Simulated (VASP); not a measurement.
# LiH5 (Amm2) in VASP: further runs

The runs below take LiH5 through single point, relaxation of cell and atoms, with PBE.

Everything below comes from runs of VASP 6.6.1. Logs are shortened: lines on timing, memory, paths and dates and some standing lists are left out, and cuts for length are marked.

### Step 1. The cell of the first run

The structure is orthorhombic, space group Amm2 (No. 38). Conventional cell: a = 7.466 Å, b = 4.711 Å, c = 3.323 Å, α = 90.00°, β = 90.00°, γ = 90.00°. Li (site symmetry mm2) has 6 Li at 2.88 to 3.32 Å and 18 H at 3.27 to 4.12 Å within 4.2 Å. H (site symmetry 1) has 5 H at 1.54 to 1.81 Å within 2.1 Å. Within 2.1 Å of H (site symmetry mm2) lie 8 H at 1.54 to 1.81 Å.

The cell was generated, and may not be a known phase.

### Step 2. Single point, PBE

Contents of INCAR:

```
ALGO = Normal
EDIFF = 1E-6
ENCUT = 750
GGA = PE
GGA_COMPAT = False
ISIF = 2
ISMEAR = 0
LASPH = True
LCHARG = False
LREAL = False
LWAVE = False
NBANDS = 13
NELM = 120
PREC = Accurate
SIGMA = 0.1
```

Contents of KPOINTS:

```
k-points
0
Gamma
  4 6 6
```

Contents of POSCAR:

```
LiH5
1.0
    7.4657506000      0.0000000000      0.0000000000
    0.0000000000      2.3554272900      1.6615168800
    0.0000000000     -2.3554272900      1.6615168800
Li H
1 5
Direct
    0.5000000000      0.6348412100      0.6348412100
    0.1059716100      0.1093144300      0.5883037700
    0.8940283900      0.5883037700      0.1093144300
    0.1059716100      0.5883037700      0.1093144300
    0.8940283900      0.1093144300      0.5883037700
    0.0000000000      0.7028094300      0.7028094300
```

Potentials or basis: VASP PAW PBE potentials, release 64 (Li_sv, H).

On the command line:

```
$ cat potpaw_PBE.64/Li_sv/POTCAR potpaw_PBE.64/H/POTCAR > POTCAR
$ mpirun -np 1 vasp_std > vasp.out
```

OUTCAR:

```text
EDIFF = 1E-6
   ENCUT = 750
   GGA = PE
   ISIF = 2
   ISMEAR = 0
   LASPH = True
   LREAL = False
   NELM = 120
   PREC = Accurate

 ion  position               nearest neighbor table
   1  0.500  0.635  0.635-
   2  0.106  0.109  0.588-
   3  0.894  0.588  0.109-
   4  0.106  0.588  0.109-
   5  0.894  0.109  0.588-
   6  0.000  0.703  0.703-

  LATTYP: Found a base centered orthorhombic cell.
 ALAT       =     3.3230337600
 B/A-ratio  =     1.4176366899
 C/A-ratio  =     2.2466670937

  Lattice vectors:

 A1 = (   0.0000000000,   2.3554272900,   1.6615168800)
 A2 = (   0.0000000000,  -2.3554272900,   1.6615168800)
 A3 = (   7.4657506000,   0.0000000000,   0.0000000000)

Analysis of symmetry for initial positions (statically):
=====================================================================
 Subroutine PRICEL returns:
 Original cell was already a primitive cell.

 Routine SETGRP: Setting up the symmetry group for a
 base centered orthorhombic supercell.

 Subroutine GETGRP returns: Found  4 space group operations
 (whereof  4 operations were pure point group operations)
 out of a pool of  8 trial point group operations.

The static configuration has the point symmetry C_2v.

Analysis of symmetry for dynamics (positions and initial velocities):
=====================================================================
 Subroutine PRICEL returns:
 Original cell was already a primitive cell.

 Routine SETGRP: Setting up the symmetry group for a
 base centered orthorhombic supercell.

 Subroutine GETGRP returns: Found  4 space group operations
 (whereof  4 operations were pure point group operations)
 out of a pool of  8 trial point group operations.

The dynamic configuration has the point symmetry C_2v.

 Subroutine INISYM returns: Found  4 space group operations
 (whereof  4 operations are pure point group operations),
 and found     1 'primitive' translations

----------------------------------------------------------------------------------------

                                     Primitive cell

  volume of cell :      58.4357

  direct lattice vectors                    reciprocal lattice vectors
     7.465750600  0.000000000  0.000000000     0.133945005  0.000000000  0.000000000
     0.000000000  2.355427290  1.661516880     0.000000000  0.212275710  0.300929835
     0.000000000 -2.355427290  1.661516880     0.000000000 -0.212275710  0.300929835

  length of vectors
     7.465750600  2.882477417  2.882477417     0.133945005  0.368265858  0.368265858

  position of ions in fractional coordinates (direct lattice)
     0.500000000  0.634841210  0.634841210
     0.105971610  0.109314430  0.588303770
     0.894028390  0.588303770  0.109314430
     0.105971610  0.588303770  0.109314430
     0.894028390  0.109314430  0.588303770
     0.000000000  0.702809430  0.702809430

  ion indices of the primitive-cell ions
   primitive index   ion index
                 1           1
                 2           2
                 3           3
                 4           4
                 5           5
                 6           6

----------------------------------------------------------------------------------------

 KPOINTS: k-points

Automatic generation of k-mesh.
 Grid dimensions read from file:
 generate k-points for:    4    6    6

 Generating k-lattice:

  Cartesian coordinates                     Fractional coordinates (reciprocal lattice)
     0.033486251  0.000000000  0.000000000     0.250000000  0.000000000  0.000000000
     0.000000000  0.035379285  0.050154972     0.000000000  0.166666667  0.000000000
     0.000000000 -0.035379285  0.050154972     0.000000000  0.000000000  0.166666667

  Length of vectors
     0.033486251  0.061377643  0.061377643

  Shift w.r.t. Gamma in fractional coordinates (k-lattice)
     0.000000000  0.000000000  0.000000000

 Subroutine IBZKPT returns following result:
 ===========================================

 Found     39 irreducible k-points:

 Following reciprocal coordinates:
            Coordinates               Weight
  0.000000  0.000000  0.000000      1.000000
  0.250000  0.000000  0.000000      2.000000
  0.500000  0.000000  0.000000      1.000000
  0.000000  0.166667 -0.000000      4.000000
  0.250000  0.166667 -0.000000      8.000000
  0.500000  0.166667 -0.000000      4.000000
[... 16 lines left out ...]
  0.250000 -0.333333  0.166667      8.000000
  0.500000 -0.333333  0.166667      4.000000
 [... further k-points ...]
   k-points           NKPTS =     39   k-points in BZ     NKDIM =     39   number of bands    NBANDS=     13
   number of dos      NEDOS =    301   number of ions     NIONS =      6
   total plane-waves  NPLWV =  54880
   dimension x,y,z NGX =    70 NGY =   28 NGZ =   28
   dimension x,y,z NGXF=   140 NGYF=   56 NGZF=   56
   ions per type =               1   5
   NGX,Y,Z   is equivalent  to a cutoff of  15.59, 16.15, 16.15 a.u.
   NGXF,Y,Z  is equivalent  to a cutoff of  31.17, 32.30, 32.30 a.u.
 SYSTEM =  unknown system
   PREC   = accura    normal or accurate (medium, high low for compatibility)
   ISTART =      0    job   : 0-new  1-cont  2-samecut
   ICHARG =      2    charge: 1-file 2-atom 10-const
   ISPIN  =      1    spin polarized calculation?
   LNONCOLLINEAR =      F non collinear calculations
   LSORBIT =      F    spin-orbit coupling
   LASPH  =      T    aspherical Exc in radial PAW
   ENCUT  =  750.0 eV  55.12 Ry    7.42 a.u.  16.67  6.44  6.44*2*pi/ulx,y,z
   NELM   =    120;   NELMIN=  2; NELMDL= -5     # of ELM steps
   EDIFF  = 0.1E-05   stopping-criterion for ELM
   LREAL  =      F    real-space projection
   EDIFFG = 0.1E-04   stopping-criterion for IOM
   NSW    =      0    number of steps for IOM
   IBRION =     -1    ionic relax: 0-MD 1-quasi-New 2-CG
   NFREE  =      0    steps in history (QN), initial steepest desc. (CG)
   ISIF   =      2    stress and relaxation
   ISYM   =      2    0-nonsym 1-usesym 2-fastsym
   POTIM  = 0.5000    time-step for ionic-motion
   TEBEG  =    0.0;   TEEND  =   0.0 temperature during run
   PSTRESS=    0.0 pullay stress
   NELECT =       8.0000    total number of electrons
   NUPDOWN=      -1.0000    fix difference up-down
   EMIN   =  10.00;   EMAX   =-10.00  energy-range for DOS
   EFERMI =   0.00;   METHOD = LEGACY
   ISMEAR =     0;   SIGMA  =   0.10  broadening in eV -4-tet -1-fermi 0-gaus
   EFERMI_NEDOS =   21; number of points for ismear=-14 and -15
   IALGO  =     38    algorithm
   IMIX   =      4    mixing-type and parameters
     AMIX     =   0.40;   BMIX     =  1.00
     AMIX_MAG =   1.60;   BMIX_MAG =  1.00
  volume/ion in A,a.u.               =       9.74        65.72
  Fermi-wavevector in a.u.,A,eV,Ry     =   0.843747  1.594450  9.686107  0.711909
  Thomas-Fermi vector in A             =   1.958664
   LORBIT       =      0    0 simple, 1 ext, 2 COOP (PROOUT), +10 PAW based schemes
   GGA     = PE    functional components
   LHFCALC =     F    Hartree Fock is set to
   AEXX    =    0.0000 exact exchange contribution
   IVDW    =     0    specifies the selected vdW correction
   LEPSILON=     F    determine dielectric tensor
   LRPA    =     F    only Hartree local field effects (RPA)
 non-spin polarized calculation
 Gauss-broadening in eV      SIGMA  =   0.10
  energy-cutoff  :      750.00
  volume of cell :       58.44
 maximum number of plane-waves:      2769
 NGX is ok and might be reduce to    70
   NGX = 33   NGY = 13   NGZ = 13

 number of electron       8.0000003 magnetization

 Free energy of the ion-electron system (eV)
  ---------------------------------------------------
  ext. energy  EPLUGINS =         0.00000000
  ---------------------------------------------------
  free energy    TOTEN  =       -12.29518315 eV

  energy without entropy =      -12.28736036  energy(sigma->0) =      -12.29127175

 E-fermi :  -0.8347     XC(G=0):  -7.2424

 val. band max:       -0.8653741667   @ k =   0.0000  -0.3333   0.1667
 cond. band min:      -0.7199684970   @ k =   0.2500   0.3333   0.0000
 fundamental gap:      0.1454056696
 Fermi energy:        -0.8347385628

 k-point     1 :       0.0000    0.0000    0.0000
  band No.  band energies     occupation
      1     -48.3221      2.00000
      2     -10.8754      2.00000
      3      -5.0275      2.00000
      4      -2.6704      2.00000
      5       2.0895      0.00000
      6       2.9323      0.00000
      7       3.8059      0.00000
      8       7.3319      0.00000
      9       8.2998      0.00000
     10      11.6988      0.00000
     11      12.2797      0.00000
     12      13.2728      0.00000
     13      14.7850      0.00000

 k-point     2 :       0.2500    0.0000    0.0000
  band No.  band energies     occupation
      1     -48.3221      2.00000
      2     -10.8737      2.00000
      3      -5.1347      2.00000
      4      -2.2627      2.00000
      5       1.0035      0.00000
      6       2.9329      0.00000
      7       4.7807      0.00000
      8       7.3270      0.00000
      9       8.6944      0.00000
     10      11.7071      0.00000
     11      12.3914      0.00000
     12      13.0830      0.00000
     13      13.1108      0.00000
[... 321 lines left out ...]
 k-point    23 :       0.2500   -0.3333    0.1667
  band No.  band energies     occupation
      1     -48.3105      2.00000
      2      -9.0555      2.00000
      3      -3.4347      2.00000
      4      -1.2977      2.00000
      5      -0.7106      0.07913
      6       2.7170      0.00000
      7       3.6615      0.00000
      8       4.3509      0.00000
      9       6.6003      0.00000
     10       8.3926      0.00000
     11      10.7787      0.00000
     12      11.1186      0.00000
     13      11.9196      0.00000

 k-point    24 :       0.5000   -0.3333    0.1667
  band No.  band energies     occupation
      1     -48.3105      2.00000
      2      -9.0536      2.00000
      3      -3.5335      2.00000
      4      -1.1944      2.00000
      5      -0.4183      0.00000
      6       2.1292      0.00000
      7       3.6189      0.00000
      8       4.2798      0.00000
      9       6.8608      0.00000
     10       9.2026      0.00000
     11      10.4314      0.00000
     12      11.5903      0.00000
     13      12.0319      0.00000

 [... further k-points ...]

------------------------ aborting loop because EDIFF is reached ----------------------------------------

  FORCE on cell =-STRESS in cart. coord.  units (eV):
  Direction    XX          YY          ZZ          XY          YZ          ZX
  --------------------------------------------------------------------------------------
  -------------------------------------------------------------------------------------
  Total       -3.2431298     -2.2098861     -4.0918641      0.0000000      0.0000000      0.0000000
  in kB      -88.9194920    -60.5902219   -112.1899229      0.0000000      0.0000000      0.0000000
  external PRESSURE =     -87.2332122 kB  Pullay stress =       0.0000000 kB

 VOLUME and BASIS-vectors are now :
 -----------------------------------------------------------------------------
  energy-cutoff  :      750.00
  volume of cell :       58.44
      direct lattice vectors                 reciprocal lattice vectors
     7.465750600  0.000000000  0.000000000     0.133945005  0.000000000  0.000000000
     0.000000000  2.355427290  1.661516880     0.000000000  0.212275710  0.300929835
     0.000000000 -2.355427290  1.661516880     0.000000000 -0.212275710  0.300929835

 POSITION                                       TOTAL-FORCE (eV/Angst)
 -----------------------------------------------------------------------------------
      3.73288      0.00000      2.10960         0.000000      0.000000      0.015365
      0.79116     -1.12822      1.15910        -0.102120     -0.808064     -0.225064
      6.67459      1.12822      1.15910         0.102120      0.808064     -0.225064
      0.79116      1.12822      1.15910        -0.102120      0.808064     -0.225064
      6.67459     -1.12822      1.15910         0.102120     -0.808064     -0.225064
      0.00000      0.00000      2.33546         0.000000      0.000000      0.884890
 -----------------------------------------------------------------------------------
    total drift:                                0.000000     -0.000000     -0.000307

  FREE ENERGIE OF THE ION-ELECTRON SYSTEM (eV)
  ---------------------------------------------------
  free  energy   TOTEN  =       -12.2951831508 eV

  energy  without entropy=      -12.2873603584  energy(sigma->0) =      -12.29127175
```

It took 26 s on 1 thread of AMD EPYC 9R45 (Zen 5), shared host; peak memory 0.19 GiB.

What came out:

| Quantity | Value |
| --- | --- |
| Free energy | -12.2952 eV |
| Pressure | -8.7 GPa |
| Largest force | 0.885 eV/Å |
| Band gap on the k mesh | zero (bands 4 and 5 overlap by 0.91 eV) |

Forces in eV/Å, atoms in the order of the input:
```
Li   0.000  0.000  0.015
H   -0.102 -0.808 -0.225
H    0.102  0.808 -0.225
H   -0.102  0.808 -0.225
H    0.102 -0.808 -0.225
H    0.000  0.000  0.885
```

Stress tensor (GPa, compression positive):
```
 -8.89   0.00   0.00
  0.00  -6.06   0.00
  0.00   0.00 -11.22
```

Caveat: the k points lie up to 0.39 Å⁻¹ apart, too coarse for converged energies and pressures of a metal.

[end of part 1 of 2]

The gap in the log of VASP goes by the Fermi energy; the results here count the filled bands.